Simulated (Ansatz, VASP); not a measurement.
# One calculation of CdSe, two programs

```
Cd Se
1.0
     0.00000    3.10097    3.07027
     3.10097    0.00000    3.07027
     3.10097    3.10097    0.00000
Cd Se
1 1
Direct
  0.00000 0.00000 0.00000
  0.25000 0.25000 0.25000
```

Change from the starting cell: equal xx and yy strain of +1 %, crystal datasets.

Alike in both runs: task electric field gradients; functional PBE; k mesh 8 × 8 × 8; occupations fermi-dirac, width 0.03 eV; no spin polarisation.

|  | VASP | Ansatz |
| --- | --- | --- |
| version | VASP 6.6.1 | Ansatz 0.2.0 |
| potentials or method | VASP PAW PBE potentials, release 64 (Cd, Se), cutoff 400 eV | all-electron PAW with datasets made for the crystal, scalar-relativistic |

Ansatz gave:

| Item | Value |
| --- | --- |
| pressure (GPa) | 0.3 |
| traceless stress, the component that is largest in VASP (GPa) | 0.11 |
| size of Vzz on the site where it differs most (V/Å²) | 3.0 |

Problem. Which values does VASP return?

Solution. Pressure (GPa): 0.2; traceless stress, the component that is largest in VASP (GPa): 0.11; size of Vzz on the site where it differs most (V/Å²): 2.8.

Ansatz ran all-electron here, and VASP with PAW potentials.
